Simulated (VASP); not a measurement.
# Si3B (P4/mmm) in VASP: a series of runs

The runs below take Si3B through single point, relaxation of cell and atoms, with PBE.

Program: VASP 6.6.1. These are calculated values, not measurements. Logs are shortened: lines on timing, memory, paths and dates and some standing lists are left out, and cuts for length are marked.

## 1. The cell of the first run

The typed cell holds 4 atoms: a = 3.647 Å, b = 3.647 Å, c = 3.650 Å, α = 90.00°, β = 90.00°, γ = 90.00°.

## 2. Single point, PBE

Input file INCAR:

```
SYSTEM = Si3B
  PREC = Accurate
  ENCUT = 520
  EDIFF = 1E-7
  ISMEAR = 0
  SIGMA = 0.1
  LREAL = .FALSE.
  LASPH = .TRUE.
  NELM = 60
  ALGO = Normal
  ISIF = 2
  LWAVE = .FALSE.
  LCHARG = .FALSE.
  GGA = PE
  NBANDS = 16
```

Input file KPOINTS:

```
regular mesh
0
G
  4 4 4
  0 0 0
```

Input file POSCAR:

```
Si3B
1.0
    3.6473644900      0.0000000000      0.0000000000
    0.0000000000      3.6473644900      0.0000000000
    0.0000000000      0.0000000000      3.6498870177
Si B
3 1
Direct
    0.0000000000      0.0000000000      0.5000000000
    0.0000000000      0.5000000000      0.0000000000
    0.5000000000      0.0000000000      0.0000000000
    0.5000000000      0.5000000000      0.5000000000
```

Potentials or basis: VASP PAW PBE potentials, release 64 (Si, B).

Command:

```bash
$ cat potpaw_PBE.64/Si/POTCAR potpaw_PBE.64/B/POTCAR > POTCAR
$ mpirun -np 1 vasp_std > vasp.out
```

OUTCAR:

```text
SYSTEM = Si3B
   PREC = Accurate
   ENCUT = 520
   EDIFF = 1E-7
   ISMEAR = 0
   LREAL = .FALSE.
   LASPH = .TRUE.
   NELM = 60
   ISIF = 2
   GGA = PE

 ion  position               nearest neighbor table
   1  0.000  0.000  0.500-   4 2.58   4 2.58   4 2.58   4 2.58   3 2.58   2 2.58   3 2.58   2 2.58
                             3 2.58   2 2.58   3 2.58   2 2.58
   2  0.000  0.500  0.000-   3 2.58   3 2.58   3 2.58   3 2.58   4 2.58   1 2.58   1 2.58   1 2.58
                             4 2.58   4 2.58   4 2.58   1 2.58
   3  0.500  0.000  0.000-   2 2.58   2 2.58   2 2.58   2 2.58   4 2.58   1 2.58   4 2.58   4 2.58
                             1 2.58   4 2.58   1 2.58   1 2.58
   4  0.500  0.500  0.500-   1 2.58   1 2.58   1 2.58   1 2.58   3 2.58   2 2.58   3 2.58   3 2.58
                             3 2.58   2 2.58   2 2.58   2 2.58

  LATTYP: Found a simple tetragonal cell.
 ALAT       =     3.6473644900
 C/A-ratio  =     1.0006916029

  Lattice vectors:

 A1 = (   3.6473644900,   0.0000000000,   0.0000000000)
 A2 = (   0.0000000000,   3.6473644900,   0.0000000000)
 A3 = (   0.0000000000,   0.0000000000,   3.6498870177)

Analysis of symmetry for initial positions (statically):
=====================================================================
 Subroutine PRICEL returns:
 Original cell was already a primitive cell.

 Routine SETGRP: Setting up the symmetry group for a
 simple tetragonal supercell.

 Subroutine GETGRP returns: Found 16 space group operations
 (whereof 16 operations were pure point group operations)
 out of a pool of 16 trial point group operations.

The static configuration has the point symmetry D_4h.

Analysis of symmetry for dynamics (positions and initial velocities):
=====================================================================
 Subroutine PRICEL returns:
 Original cell was already a primitive cell.

 Routine SETGRP: Setting up the symmetry group for a
 simple tetragonal supercell.

 Subroutine GETGRP returns: Found 16 space group operations
 (whereof 16 operations were pure point group operations)
 out of a pool of 16 trial point group operations.

The dynamic configuration has the point symmetry D_4h.

 Subroutine INISYM returns: Found 16 space group operations
 (whereof 16 operations are pure point group operations),
 and found     1 'primitive' translations

----------------------------------------------------------------------------------------

                                     Primitive cell

  volume of cell :      48.5554

  direct lattice vectors                    reciprocal lattice vectors
     3.647364490  0.000000000  0.000000000     0.274170570  0.000000000  0.000000000
     0.000000000  3.647364490  0.000000000     0.000000000  0.274170570  0.000000000
     0.000000000  0.000000000  3.649887018     0.000000000  0.000000000  0.273981084

  length of vectors
     3.647364490  3.647364490  3.649887018     0.274170570  0.274170570  0.273981084

  position of ions in fractional coordinates (direct lattice)
     0.000000000  0.000000000  0.500000000
     0.000000000  0.500000000  0.000000000
     0.500000000  0.000000000  0.000000000
     0.500000000  0.500000000  0.500000000

  ion indices of the primitive-cell ions
   primitive index   ion index
                 1           1
                 2           2
                 3           3
                 4           4

----------------------------------------------------------------------------------------

 KPOINTS: regular mesh

Automatic generation of k-mesh.
 Grid dimensions read from file:
 generate k-points for:    4    4    4

 Generating k-lattice:

  Cartesian coordinates                     Fractional coordinates (reciprocal lattice)
     0.068542642  0.000000000  0.000000000     0.250000000  0.000000000  0.000000000
     0.000000000  0.068542642  0.000000000     0.000000000  0.250000000  0.000000000
     0.000000000  0.000000000  0.068495271     0.000000000  0.000000000  0.250000000

  Length of vectors
     0.068542642  0.068542642  0.068495271

  Shift w.r.t. Gamma in fractional coordinates (k-lattice)
     0.000000000  0.000000000  0.000000000

 Subroutine IBZKPT returns following result:
 ===========================================

 Found     18 irreducible k-points:

 Following reciprocal coordinates:
            Coordinates               Weight
  0.000000  0.000000  0.000000      1.000000
  0.250000  0.000000  0.000000      4.000000
  0.500000  0.000000  0.000000      2.000000
  0.250000  0.250000  0.000000      4.000000
  0.500000  0.250000  0.000000      4.000000
  0.500000  0.500000  0.000000      1.000000
[... 10 lines left out ...]
  0.500000  0.250000  0.500000      4.000000
  0.500000  0.500000  0.500000      1.000000
   k-points           NKPTS =     18   k-points in BZ     NKDIM =     18   number of bands    NBANDS=     16
   number of dos      NEDOS =    301   number of ions     NIONS =      4
   total plane-waves  NPLWV =  21952
   dimension x,y,z NGX =    28 NGY =   28 NGZ =   28
   dimension x,y,z NGXF=    56 NGYF=   56 NGZF=   56
   ions per type =               3   1
   NGX,Y,Z   is equivalent  to a cutoff of  12.76, 12.76, 12.75 a.u.
   NGXF,Y,Z  is equivalent  to a cutoff of  25.52, 25.52, 25.51 a.u.
 SYSTEM =  Si3B
   PREC   = accura    normal or accurate (medium, high low for compatibility)
   ISTART =      0    job   : 0-new  1-cont  2-samecut
   ICHARG =      2    charge: 1-file 2-atom 10-const
   ISPIN  =      1    spin polarized calculation?
   LNONCOLLINEAR =      F non collinear calculations
   LSORBIT =      F    spin-orbit coupling
   LASPH  =      T    aspherical Exc in radial PAW
   ENCUT  =  520.0 eV  38.22 Ry    6.18 a.u.   6.78  6.78  6.79*2*pi/ulx,y,z
   NELM   =     60;   NELMIN=  2; NELMDL= -5     # of ELM steps
   EDIFF  = 0.1E-06   stopping-criterion for ELM
   LREAL  =      F    real-space projection
   EDIFFG = 0.1E-05   stopping-criterion for IOM
   NSW    =      0    number of steps for IOM
   IBRION =     -1    ionic relax: 0-MD 1-quasi-New 2-CG
   NFREE  =      0    steps in history (QN), initial steepest desc. (CG)
   ISIF   =      2    stress and relaxation
   ISYM   =      2    0-nonsym 1-usesym 2-fastsym
   POTIM  = 0.5000    time-step for ionic-motion
   TEBEG  =    0.0;   TEEND  =   0.0 temperature during run
   PSTRESS=    0.0 pullay stress
   NELECT =      15.0000    total number of electrons
   NUPDOWN=      -1.0000    fix difference up-down
   EMIN   =  10.00;   EMAX   =-10.00  energy-range for DOS
   EFERMI =   0.00;   METHOD = LEGACY
   ISMEAR =     0;   SIGMA  =   0.10  broadening in eV -4-tet -1-fermi 0-gaus
   EFERMI_NEDOS =   21; number of points for ismear=-14 and -15
   IALGO  =     38    algorithm
   IMIX   =      4    mixing-type and parameters
     AMIX     =   0.40;   BMIX     =  1.00
     AMIX_MAG =   1.60;   BMIX_MAG =  1.00
  volume/ion in A,a.u.               =      12.14        81.92
  Fermi-wavevector in a.u.,A,eV,Ry     =   1.106690  2.091341 16.663910  1.224763
  Thomas-Fermi vector in A             =   2.243194
   LORBIT       =      0    0 simple, 1 ext, 2 COOP (PROOUT), +10 PAW based schemes
   GGA     = PE    functional components
   LHFCALC =     F    Hartree Fock is set to
   AEXX    =    0.0000 exact exchange contribution
   IVDW    =     0    specifies the selected vdW correction
   LEPSILON=     F    determine dielectric tensor
   LRPA    =     F    only Hartree local field effects (RPA)
 non-spin polarized calculation
 Gauss-broadening in eV      SIGMA  =   0.10
  energy-cutoff  :      520.00
  volume of cell :       48.56
 maximum number of plane-waves:      1341
 NGX is ok and might be reduce to    28
   NGX = 13   NGY = 13   NGZ = 13

 number of electron      14.9999998 magnetization

 Free energy of the ion-electron system (eV)
  ---------------------------------------------------
  ext. energy  EPLUGINS =         0.00000000
  ---------------------------------------------------
  free energy    TOTEN  =       -19.41906894 eV

  energy without entropy =      -19.40822769  energy(sigma->0) =      -19.41364832

 E-fermi :  10.5147     XC(G=0): -11.5202

 val. band max:       10.5043981512   @ k =   0.2500   0.0000   0.0000
 cond. band min:      10.7455614462   @ k =   0.2500   0.2500   0.0000
 fundamental gap:      0.2411632951
 Fermi energy:        10.5147437258

 k-point     1 :       0.0000    0.0000    0.0000
  band No.  band energies     occupation
      1      -4.8323      2.00000
      2       4.8521      2.00000
      3       4.8626      2.00000
      4       4.8626      2.00000
      5       6.1264      2.00000
      6       6.6839      2.00000
[... 8 lines left out ...]
     15      15.9477      0.00000
     16      15.9560      0.00000

 k-point     2 :       0.2500    0.0000    0.0000
  band No.  band energies     occupation
      1      -4.1716      2.00000
      2       1.1159      2.00000
      3       5.4877      2.00000
      4       5.4981      2.00000
      5       6.8711      2.00000
      6       7.3347      2.00000
[... 8 lines left out ...]
     15      18.8622      0.00000
     16      18.9641      0.00000

 k-point     3 :       0.5000    0.0000    0.0000
  band No.  band energies     occupation
      1      -2.4920      2.00000
      2      -1.8303      2.00000
      3       7.3659      2.00000
      4       7.3770      2.00000
      5       7.4079      2.00000
      6       7.4173      2.00000
[... 8 lines left out ...]
     15      17.2943      0.00000
     16      17.6382      0.00000
[... 248 lines left out ...]
 k-point    17 :       0.5000    0.2500    0.5000
  band No.  band energies     occupation
      1       0.6403      2.00000
      2       1.0716      2.00000
      3       1.0726      2.00000
      4       1.6495      2.00000
      5       5.8644      2.00000
      6       6.3282      2.00000
[... 8 lines left out ...]
     15      19.6404      0.00000
     16      20.8974      0.00000

 k-point    18 :       0.5000    0.5000    0.5000
  band No.  band energies     occupation
      1       2.3996      2.00000
      2       2.8511      2.00000
      3       2.8511      2.00000
      4       2.8522      2.00000
      5       3.2809      2.00000
      6       3.2821      2.00000
[... 8 lines left out ...]
     15      21.3996      0.00000
     16      21.4133      0.00000

------------------------ aborting loop because EDIFF is reached ----------------------------------------

  FORCE on cell =-STRESS in cart. coord.  units (eV):
  Direction    XX          YY          ZZ          XY          YZ          ZX
  --------------------------------------------------------------------------------------
  -------------------------------------------------------------------------------------
  Total       -0.0204102     -0.0204102     -0.0658580      0.0000000      0.0000000      0.0000000
  in kB       -0.6734744     -0.6734744     -2.1731099      0.0000000      0.0000000      0.0000000
  external PRESSURE =      -1.1733529 kB  Pullay stress =       0.0000000 kB

 VOLUME and BASIS-vectors are now :
 -----------------------------------------------------------------------------
  energy-cutoff  :      520.00
  volume of cell :       48.56
      direct lattice vectors                 reciprocal lattice vectors
     3.647364490  0.000000000  0.000000000     0.274170570  0.000000000  0.000000000
     0.000000000  3.647364490  0.000000000     0.000000000  0.274170570  0.000000000
     0.000000000  0.000000000  3.649887018     0.000000000  0.000000000  0.273981084

 POSITION                                       TOTAL-FORCE (eV/Angst)
 -----------------------------------------------------------------------------------
      0.00000      0.00000      1.82494         0.000000      0.000000      0.000000
      0.00000      1.82368      0.00000         0.000000      0.000000      0.000000
      1.82368      0.00000      0.00000         0.000000      0.000000      0.000000
      1.82368      1.82368      1.82494         0.000000      0.000000      0.000000
 -----------------------------------------------------------------------------------
    total drift:                               -0.000000      0.000000      0.000000

  FREE ENERGIE OF THE ION-ELECTRON SYSTEM (eV)
  ---------------------------------------------------
  free  energy   TOTEN  =       -19.4190689405 eV

  energy  without entropy=      -19.4082276934  energy(sigma->0) =      -19.41364832
```

It took 5.4 s on 1 thread of Intel Xeon 6975P-C (Granite Rapids), shared host; peak memory 0.14 GiB.

Results:

```yaml
Free_energy: -19.4191 eV
Pressure: -0.1 GPa
```

Stress tensor (GPa, compression positive):
```
-0.07  0.00  0.00
 0.00 -0.07  0.00
 0.00  0.00 -0.22
```

Levels at points of the mesh, in eV from the Fermi level:
```
           k point  band 5  band 6  band 7  band 8  band 9  band 10  band 11  band 12
(0.00, 0.00, 0.00)   -4.39   -3.83   -3.82    2.89    2.89     2.89     4.34     4.34
(0.50, 0.00, 0.00)   -3.11   -3.10   -1.93   -1.92   -1.59    -0.86     5.19     5.20
(0.50, 0.50, 0.00)   -1.05   -0.95   -0.16   -0.16    0.64     0.64     0.79     0.88
(0.00, 0.00, 0.50)   -3.10   -3.10   -1.93   -1.91   -1.59    -0.85     5.20     5.20
(0.50, 0.00, 0.50)   -1.04   -0.95   -0.15   -0.15    0.65     0.65     0.80     0.89
(0.50, 0.50, 0.50)   -7.23   -7.23   -7.23   -6.91    7.10     7.11     7.11    10.28
```

Caveat: the k points lie up to 0.43 Å⁻¹ apart.

## 3. Single point, PBE

This run uses another cell than the first one, of 14.21 Å³/atom, 1.170 times its volume.

Input file INCAR:

```
ALGO     = Normal         # electronic algorithm
EDIFF    = 1E-7           # SCF threshold, eV
ENCUT    = 520            # plane-wave cutoff, eV
GGA      = PE             # functional
ISIF     = 2              # what is computed and relaxed
ISMEAR   = 0              # smearing method
LASPH    = True           # aspherical terms in the spheres
LCHARG   = False          # write CHGCAR
LREAL    = False          # projectors in reciprocal space
LWAVE    = False          # write WAVECAR
NBANDS   = 16             # bands
NELM     = 100            # most SCF steps
PREC     = Accurate       # precision mode
SIGMA    = 0.1            # smearing width, eV
```

Input file KPOINTS:

```
k-points
0
Gamma
  4 4 4
```

Input file POSCAR:

```
Si3B
1.0
    3.7761155300      0.0000000000      0.0000000000
    0.0000000000      3.7761155300      0.0000000000
    0.0000000000      0.0000000000      3.9849933400
Si B
3 1
Direct
    0.0000000000      0.0000000000      0.5000000000
    0.0000000000      0.5000000000      0.0000000000
    0.5000000000      0.0000000000      0.0000000000
    0.5000000000      0.5000000000      0.5000000000
```

Potentials or basis: VASP PAW PBE potentials, release 64 (Si, B).

Command:

```bash
$ cat potpaw_PBE.64/Si/POTCAR potpaw_PBE.64/B/POTCAR > POTCAR
$ mpirun -np 1 vasp_std > vasp.out
```

It took 6.6 s on 1 thread of Intel Xeon 6975P-C (Granite Rapids), shared host; peak memory 0.15 GiB.

The run converged. Its results:

```
Free energy : -18.9840 eV
Pressure    : -11.4 GPa
```

Stress tensor (GPa, compression positive):
```
 -9.80   0.00   0.00
  0.00  -9.80   0.00
  0.00   0.00 -14.71
```

Levels at points of the mesh, in eV from the Fermi level:
| k point | band 5 | band 6 | band 7 | band 8 | band 9 | band 10 | band 11 | band 12 |
| --- | --- | --- | --- | --- | --- | --- | --- | --- |
| (0.00, 0.00, 0.00) | -4.62 | -3.63 | -3.46 | 2.44 | 2.44 | 2.64 | 3.68 | 4.03 |
| (0.50, 0.00, 0.00) | -2.80 | -2.75 | -2.31 | -2.18 | -1.11 | -0.42 | 4.24 | 4.71 |
| (0.50, 0.50, 0.00) | -1.01 | -0.65 | -0.26 | -0.25 | -0.25 | -0.23 | -0.22 | -0.22 |
| (0.00, 0.00, 0.50) | -2.38 | -2.38 | -2.20 | -2.15 | -1.03 | -0.11 | 4.27 | 5.13 |
| (0.50, 0.00, 0.50) | -0.57 | -0.31 | 0.10 | 0.26 | 0.71 | 0.74 | 0.74 | 0.79 |
| (0.50, 0.50, 0.50) | -6.27 | -6.24 | -6.14 | -6.14 | 5.71 | 6.38 | 6.38 | 7.94 |

Caveat: the k points lie up to 0.42 Å⁻¹ apart.

## 4. Relaxation of cell and atoms, PBE

This run uses another cell than the first one, of 14.21 Å³/atom, 1.170 times its volume.

Input file INCAR:

```
SYSTEM = Si3B
ALGO     = Normal         ! electronic algorithm
EDIFF    = 1E-6           ! SCF threshold, eV
EDIFFG   = -0.04          ! ionic threshold
ENCUT    = 600            ! plane-wave cutoff, eV
GGA      = PE             ! functional
IBRION   = 2              ! ionic algorithm
ISIF     = 3              ! what is computed and relaxed
ISMEAR   = 0              ! smearing method
LASPH    = .TRUE.         ! aspherical terms in the spheres
LCHARG   = .FALSE.        ! write CHGCAR
LREAL    = .FALSE.        ! projectors in reciprocal space
LWAVE    = .FALSE.        ! write WAVECAR
NELM     = 100            ! most SCF steps
NSW      = 90             ! ionic steps
PREC     = Accurate       ! precision mode
SIGMA    = 0.1            ! smearing width, eV
```

Input file KPOINTS:

```
k-points
0
G
  4 4 4
  0 0 0
```

POSCAR is that of step 3.

Command:

```bash
$ cat potpaw_PBE.64/Si/POTCAR potpaw_PBE.64/B/POTCAR > POTCAR
$ mpirun -np 1 vasp_std > vasp.out
```

Run time: 27 s. Hardware: 1 thread of Intel Xeon 6975P-C (Granite Rapids), shared host; peak memory 0.16 GiB.

It converged, with:

* Free energy: -19.4203 eV
* Relaxed volume: 12.13 Å³/atom
* Relaxed cell: a = 3.645 Å, b = 3.645 Å, c = 3.652 Å, α = 90.00°, β = 90.00°, γ = 90.00°
* Space group after relaxing (to 0.05 Å): Pm-3m (No. 221)
* Energy gained by relaxing: 111.0 meV/atom
* Ionic steps: 7
* Pressure after relaxing: 0.0 GPa

Stress tensor (GPa, compression positive):
```
 0.09  0.00  0.00
 0.00  0.09  0.00
 0.00  0.00 -0.28
```

Step by step:
```csv
step,energy change (eV),largest force (eV/Å),pressure (GPa),volume (Å³)
1,0.0000,0.0000,-11.30,56.82
2,-0.4018,0.0000,-1.05,48.97
3,-0.4087,0.0000,1.16,48.08
4,-0.4105,0.0000,3.72,47.14
5,-0.4372,0.0000,2.37,47.62
6,-0.4437,0.0000,-0.58,48.74
7,-0.4441,0.0000,-0.04,48.52
```

Final structure:
```yaml
crystal:
  lattice:
    - [3.64531, 0.00000, 0.00000]
    - [0.00000, 3.64531, 0.00000]
    - [0.00000, 0.00000, 3.65153]
  atoms:
    - { symbol: Si, position: [0.00000, 0.00000, 0.50000] }
    - { symbol: Si, position: [0.00000, 0.50000, 0.00000] }
    - { symbol: Si, position: [0.50000, 0.00000, 0.00000] }
    - { symbol: B, position: [0.50000, 0.50000, 0.50000] }
```

Levels at points of the mesh, in eV from the Fermi level:
| k point | band 4 | band 5 | band 6 | band 7 | band 8 | band 9 | band 10 | band 11 |
| --- | --- | --- | --- | --- | --- | --- | --- | --- |
| (0.00, 0.00, 0.00) | -5.65 | -4.39 | -3.84 | -3.81 | 2.89 | 2.89 | 2.89 | 4.34 |
| (0.50, 0.00, 0.00) | -3.13 | -3.12 | -3.09 | -1.93 | -1.93 | -1.59 | -0.86 | 5.18 |
| (0.50, 0.50, 0.00) | -9.46 | -1.05 | -0.96 | -0.16 | -0.16 | 0.63 | 0.63 | 0.77 |
| (0.00, 0.00, 0.50) | -3.14 | -3.10 | -3.10 | -1.92 | -1.91 | -1.58 | -0.85 | 5.21 |
| (0.50, 0.00, 0.50) | -9.47 | -1.04 | -0.95 | -0.15 | -0.14 | 0.66 | 0.66 | 0.81 |
| (0.50, 0.50, 0.50) | -7.66 | -7.24 | -7.24 | -7.24 | -6.92 | 7.09 | 7.12 | 7.12 |

Caveat: the k points lie up to 0.43 Å⁻¹ apart in the final cell.

## 5. The runs side by side

| task | cell | cutoff (eV) | gap on the mesh (eV) | pressure (GPa) |
| --- | --- | --- | --- | --- |
| single point | a = 3.647, b = 3.647, c = 3.650 Å, 4 atoms | 520 | none | -0.1 |
| single point | a = 3.776, b = 3.776, c = 3.985 Å, 4 atoms | 520 | none | -11.4 |
| relaxation of cell and atoms | relaxed from a = 3.776, b = 3.776, c = 3.985 Å, 4 atoms | 600 | none | 0.0 |

Alike in all rows: level PBE; potentials or basis VASP PAW PBE potentials, release 64 (Si, B); no spin polarisation; k mesh 4 × 4 × 4; smearing gaussian 0.1 eV.

Caveats: all runs use coarse meshes.

Absolute energies hang on the potentials; compare differences alone.
